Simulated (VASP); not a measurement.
# Se (P3_121) in VASP: further runs

Runs on Se. Level: PBEsol. Tasks: electric field gradients.

Program: VASP 6.6.1. These are calculated values, not measurements. Logs are shortened: lines on timing, memory, paths and dates and some standing lists are left out, and cuts for length are marked.

## (1) The cell of the first run

The structure is trigonal, space group P3_121 (No. 152). The conventional cell has a = 4.366 Å, b = 4.366 Å, c = 5.003 Å, α = 90.00°, β = 90.00°, γ = 120.00°. Se (site symmetry 2) has 2 Se at 2.38 Å within 3.2 Å.

## (2) Electric field gradients, PBEsol (zz strain of +1 %)

File INCAR:

```
PREC     = Accurate       # precision mode
ENCUT    = 520            # plane-wave cutoff, eV
EDIFF    = 1E-8           # SCF threshold, eV
ISMEAR   = -1             # smearing method
SIGMA    = 0.03           # smearing width, eV
LREAL    = False          # projectors in reciprocal space
LASPH    = True           # aspherical terms in the spheres
NELM     = 80             # most SCF steps
ALGO     = Normal         # electronic algorithm
ISIF     = 2              # what is computed and relaxed
LWAVE    = False          # write WAVECAR
LCHARG   = False          # write CHGCAR
GGA      = PS             # functional
LEFG     = True         
NBANDS   = 16             # bands
```

File KPOINTS:

```
regular mesh
0
Gamma
  6 6 5
```

File POSCAR:

```
Se
1.0
    4.3661999489      0.0000000000      0.0000000000
   -2.1830999745      3.7812400738      0.0000000000
    0.0000000000      0.0000000000      5.0031360000
Se
3
Direct
    0.2254000000      0.0000000000      0.3333333333
    0.0000000000      0.2254000000      0.6666666667
    0.7746000000      0.7746000000      0.0000000000
```

Potentials or basis: VASP PAW PBE potentials, release 64 (Se).

The run is started by

```
$ cat potpaw_PBE.64/Se/POTCAR > POTCAR
$ mpirun -np 1 vasp_std > vasp.out
```

OUTCAR:

```text
PREC = Accurate
   ENCUT = 520
   EDIFF = 1E-8
   ISMEAR = -1
   LREAL = False
   LASPH = True
   NELM = 80
   ISIF = 2
   GGA = PS

 ion  position               nearest neighbor table
   1  0.225  0.000  0.333-   3 2.38   2 2.38
   2  0.000  0.225  0.667-   3 2.38   1 2.38
   3  0.775  0.775  0.000-   1 2.38   2 2.38

  LATTYP: Found a hexagonal cell.
 ALAT       =     4.3661999489
 C/A-ratio  =     1.1458788096

  Lattice vectors:

 A1 = (   4.3661999489,   0.0000000000,   0.0000000000)
 A2 = (  -2.1830999745,   3.7812400738,   0.0000000000)
 A3 = (   0.0000000000,   0.0000000000,   5.0031360000)

Analysis of symmetry for initial positions (statically):
=====================================================================
 Subroutine PRICEL returns:
 Original cell was already a primitive cell.

 Routine SETGRP: Setting up the symmetry group for a
 hexagonal supercell.

 Subroutine GETGRP returns: Found  6 space group operations
 (whereof  2 operations were pure point group operations)
 out of a pool of 24 trial point group operations.

The static configuration has the point symmetry C_2 .
 The point group associated with its full space group is D_3 .

Analysis of symmetry for dynamics (positions and initial velocities):
=====================================================================
 Subroutine PRICEL returns:
 Original cell was already a primitive cell.

 Routine SETGRP: Setting up the symmetry group for a
 hexagonal supercell.

 Subroutine GETGRP returns: Found  6 space group operations
 (whereof  2 operations were pure point group operations)
 out of a pool of 24 trial point group operations.

The dynamic configuration has the point symmetry C_2 .
 The point group associated with its full space group is D_3 .

 Subroutine INISYM returns: Found  6 space group operations
 (whereof  2 operations are pure point group operations),
 and found     1 'primitive' translations

----------------------------------------------------------------------------------------

                                     Primitive cell

  volume of cell :      82.6000

  direct lattice vectors                    reciprocal lattice vectors
     4.366199949  0.000000000  0.000000000     0.229032113  0.132231752  0.000000000
    -2.183099975  3.781240074  0.000000000     0.000000000  0.264463504  0.000000000
     0.000000000  0.000000000  5.003136000     0.000000000  0.000000000  0.199874639

  length of vectors
     4.366199949  4.366199949  5.003136000     0.264463504  0.264463504  0.199874639

  position of ions in fractional coordinates (direct lattice)
     0.225400000  0.000000000  0.333333333
     0.000000000  0.225400000  0.666666667
     0.774600000  0.774600000  0.000000000

  ion indices of the primitive-cell ions
   primitive index   ion index
                 1           1
                 2           2
                 3           3

----------------------------------------------------------------------------------------

 KPOINTS: regular mesh

Automatic generation of k-mesh.
 Grid dimensions read from file:
 generate k-points for:    6    6    5

 Generating k-lattice:

  Cartesian coordinates                     Fractional coordinates (reciprocal lattice)
     0.038172019  0.022038625  0.000000000     0.166666667 -0.000000000  0.000000000
     0.000000000  0.044077251  0.000000000     0.000000000  0.166666667  0.000000000
     0.000000000  0.000000000  0.039974928     0.000000000  0.000000000  0.200000000

  Length of vectors
     0.044077251  0.044077251  0.039974928

  Shift w.r.t. Gamma in fractional coordinates (k-lattice)
     0.000000000  0.000000000  0.000000000

 Subroutine IBZKPT returns following result:
 ===========================================

 Found     27 irreducible k-points:

 Following reciprocal coordinates:
            Coordinates               Weight
  0.000000  0.000000  0.000000      1.000000
  0.166667  0.000000  0.000000      6.000000
  0.333333  0.000000  0.000000      6.000000
  0.500000  0.000000  0.000000      3.000000
  0.166667  0.166667  0.000000      6.000000
  0.333333  0.166667  0.000000     12.000000
[... 16 lines left out ...]
  0.500000  0.000000  0.400000      6.000000
  0.166667  0.166667  0.400000     12.000000
 [... further k-points ...]
   k-points           NKPTS =     27   k-points in BZ     NKDIM =     27   number of bands    NBANDS=     16
   number of dos      NEDOS =    301   number of ions     NIONS =      3
   total plane-waves  NPLWV =  40960
   dimension x,y,z NGX =    32 NGY =   32 NGZ =   40
   dimension x,y,z NGXF=    64 NGYF=   64 NGZF=   80
   ions per type =               3
   NGX,Y,Z   is equivalent  to a cutoff of  12.18, 12.18, 13.29 a.u.
   NGXF,Y,Z  is equivalent  to a cutoff of  24.37, 24.37, 26.58 a.u.
 SYSTEM =  unknown system
   PREC   = accura    normal or accurate (medium, high low for compatibility)
   ISTART =      0    job   : 0-new  1-cont  2-samecut
   ICHARG =      2    charge: 1-file 2-atom 10-const
   ISPIN  =      1    spin polarized calculation?
   LNONCOLLINEAR =      F non collinear calculations
   LSORBIT =      F    spin-orbit coupling
   LASPH  =      T    aspherical Exc in radial PAW
   ENCUT  =  520.0 eV  38.22 Ry    6.18 a.u.   8.12  8.12  9.30*2*pi/ulx,y,z
   NELM   =     80;   NELMIN=  2; NELMDL= -5     # of ELM steps
   EDIFF  = 0.1E-07   stopping-criterion for ELM
   LREAL  =      F    real-space projection
   EDIFFG = 0.1E-06   stopping-criterion for IOM
   NSW    =      0    number of steps for IOM
   IBRION =     -1    ionic relax: 0-MD 1-quasi-New 2-CG
   NFREE  =      0    steps in history (QN), initial steepest desc. (CG)
   ISIF   =      2    stress and relaxation
   ISYM   =      2    0-nonsym 1-usesym 2-fastsym
   POTIM  = 0.5000    time-step for ionic-motion
   TEBEG  =    0.0;   TEEND  =   0.0 temperature during run
   PSTRESS=    0.0 pullay stress
   NELECT =      18.0000    total number of electrons
   NUPDOWN=      -1.0000    fix difference up-down
   EMIN   =  10.00;   EMAX   =-10.00  energy-range for DOS
   EFERMI =   0.00;   METHOD = LEGACY
   ISMEAR =    -1;   SIGMA  =   0.03  broadening in eV -4-tet -1-fermi 0-gaus
   EFERMI_NEDOS =   21; number of points for ismear=-14 and -15
   IALGO  =     38    algorithm
   IMIX   =      4    mixing-type and parameters
     AMIX     =   0.40;   BMIX     =  1.00
     AMIX_MAG =   1.60;   BMIX_MAG =  1.00
  volume/ion in A,a.u.               =      27.53       185.80
  Fermi-wavevector in a.u.,A,eV,Ry     =   0.985157  1.861677 13.204931  0.970535
  Thomas-Fermi vector in A             =   2.116444
   LORBIT       =      0    0 simple, 1 ext, 2 COOP (PROOUT), +10 PAW based schemes
   GGA     = PS    functional components
   LHFCALC =     F    Hartree Fock is set to
   AEXX    =    0.0000 exact exchange contribution
   IVDW    =     0    specifies the selected vdW correction
   LEPSILON=     F    determine dielectric tensor
   LRPA    =     F    only Hartree local field effects (RPA)
 non-spin polarized calculation
  energy-cutoff  :      520.00
  volume of cell :       82.60
 maximum number of plane-waves:      2235
   NGX = 17   NGY = 17   NGZ = 19

 number of electron      18.0000001 magnetization

 Free energy of the ion-electron system (eV)
  ---------------------------------------------------
  ext. energy  EPLUGINS =         0.00000000
  ---------------------------------------------------
  free energy    TOTEN  =       -11.48978919 eV

  energy without entropy =      -11.48978919  energy(sigma->0) =      -11.48978919

 E-fermi :   3.0008     XC(G=0):  -8.9978

 val. band max:        2.3606346740   @ k =  -0.1667   0.5000   0.4000
 cond. band min:       3.6133848754   @ k =   0.0000   0.0000   0.4000
 fundamental gap:      1.2527502014
 Fermi energy:         3.0007561273

 k-point     1 :       0.0000    0.0000    0.0000
  band No.  band energies     occupation
      1     -13.3033      2.00000
      2      -9.2591      2.00000
      3      -9.2591      2.00000
      4      -1.3349      2.00000
      5      -1.3349      2.00000
      6      -1.2340      2.00000
[... 8 lines left out ...]
     15       8.8198      0.00000
     16      10.7791      0.00000
[... 420 lines left out ...]
  band No.  band energies     occupation
      1     -12.3277      2.00000
      2     -11.5094      2.00000
      3      -7.7749      2.00000
      4      -2.8379      2.00000
      5      -1.9464      2.00000
      6      -1.3474      2.00000
[... 8 lines left out ...]
     15      10.2742      0.00000
     16      10.6620      0.00000

 [... further k-points ...]

------------------------ aborting loop because EDIFF is reached ----------------------------------------

  FORCE on cell =-STRESS in cart. coord.  units (eV):
  Direction    XX          YY          ZZ          XY          YZ          ZX
  --------------------------------------------------------------------------------------
  -------------------------------------------------------------------------------------
  Total       -0.3515355     -0.3515355      0.0624805      0.0000000      0.0000000      0.0000000
  in kB       -6.8186681     -6.8186681      1.2119233      0.0000000      0.0000000      0.0000000
  external PRESSURE =      -4.1418043 kB  Pullay stress =       0.0000000 kB

 VOLUME and BASIS-vectors are now :
 -----------------------------------------------------------------------------
  energy-cutoff  :      520.00
  volume of cell :       82.60
      direct lattice vectors                 reciprocal lattice vectors
     4.366199949  0.000000000  0.000000000     0.229032113  0.132231752  0.000000000
    -2.183099975  3.781240074  0.000000000     0.000000000  0.264463504  0.000000000
     0.000000000  0.000000000  5.003136000     0.000000000  0.000000000  0.199874639

 POSITION                                       TOTAL-FORCE (eV/Angst)
 -----------------------------------------------------------------------------------
      0.98414      0.00000      1.66771         0.214376      0.000000      0.000000
     -0.49207      0.85229      3.33542        -0.107188      0.185655     -0.000000
      1.69103      2.92895      0.00000        -0.107188     -0.185655      0.000000
 -----------------------------------------------------------------------------------
    total drift:                                0.000001      0.000001     -0.000000

  FREE ENERGIE OF THE ION-ELECTRON SYSTEM (eV)
  ---------------------------------------------------
  free  energy   TOTEN  =       -11.4897891899 eV

  energy  without entropy=      -11.4897891898  energy(sigma->0) =      -11.48978919

 Electric field gradients (V/A^2)
---------------------------------------------------------------------
 ion       V_xx      V_yy      V_zz      V_xy      V_xz      V_yz
---------------------------------------------------------------------
   1     162.960  -336.591   173.631    -0.000    -0.000   319.669
   2    -211.703    38.072   173.631  -216.312  -276.841  -159.834
   3    -211.703    38.072   173.630   216.311   276.841  -159.834
---------------------------------------------------------------------

 Electric field gradients after diagonalization (V/A^2)
 (convention: |V_zz| > |V_xx| > |V_yy|)
----------------------------------------------------------------------
 ion       V_xx      V_yy      V_zz     asymmetry (V_yy - V_xx)/ V_zz
----------------------------------------------------------------------
   1     327.506   162.960  -490.466       0.335
   2     327.506   162.960  -490.466       0.335
   3     327.506   162.960  -490.465       0.335
----------------------------------------------------------------------

           NMR quadrupolar parameters

 Cq : quadrupolar parameter    Cq=e*Q*V_zz/h
 eta: asymmetry parameters     (V_yy - V_xx)/ V_zz
 Q  : nuclear electric quadrupole moment in mb (millibarn)
----------------------------------------------------------------------
 ion       Cq(MHz)       eta       Q (mb)
----------------------------------------------------------------------
   1      -1.186       0.335       1.000
   2      -1.186       0.335       1.000
   3      -1.186       0.335       1.000
----------------------------------------------------------------------
```

Wall time 37 s (1 thread of AMD EPYC 7R43 (Zen 3), shared host); peak memory 0.16 GiB.

Results:

| Quantity | Value |
| --- | --- |
| Free energy | -11.4898 eV |
| Pressure | -0.4 GPa |
| Largest force | 0.214 eV/Å |
| Band gap on the k mesh | 1.25 eV (least direct gap 1.37 eV) |
| Largest electric field gradient by atom | Se -490.5 V/Å² |

Forces on the atoms (eV/Å):
```
Se   0.214  0.000  0.000
Se  -0.107  0.186  0.000
Se  -0.107 -0.186  0.000
```

Stress tensor (GPa, compression positive):
```
-0.68  0.00  0.00
 0.00 -0.68  0.00
 0.00  0.00  0.12
```

Levels at points of the mesh, in eV from the valence-band top:
| k point | band 7 | band 8 | band 9 | band 10 | band 11 | band 12 |
| --- | --- | --- | --- | --- | --- | --- |
| (0.00, 0.00, 0.00) | -1.90 | -1.90 | -0.28 | 1.90 | 1.90 | 2.25 |
| (0.50, 0.00, 0.00) | -2.81 | -1.66 | -0.89 | 1.95 | 2.37 | 4.15 |

Electric field gradients, principal values (V/Å²):
```
atom    least   middle  greatest (by size)
1 Se  162.960  327.506            -490.466
2 Se  162.960  327.506            -490.466
3 Se  162.960  327.506            -490.465
```

Caveat: the cell differs from its parent crystal (zz strain of +1 %); without QUAD_EFG the Cq values of the log hold for a quadrupole moment of 1 mb, not for the nuclei; the PAW data sets were made with another functional, which shifts forces and pressure a little; an odd mesh through Γ misses points on the zone boundary, where band edges can lie.

(Part 1 of 2 ends here.)
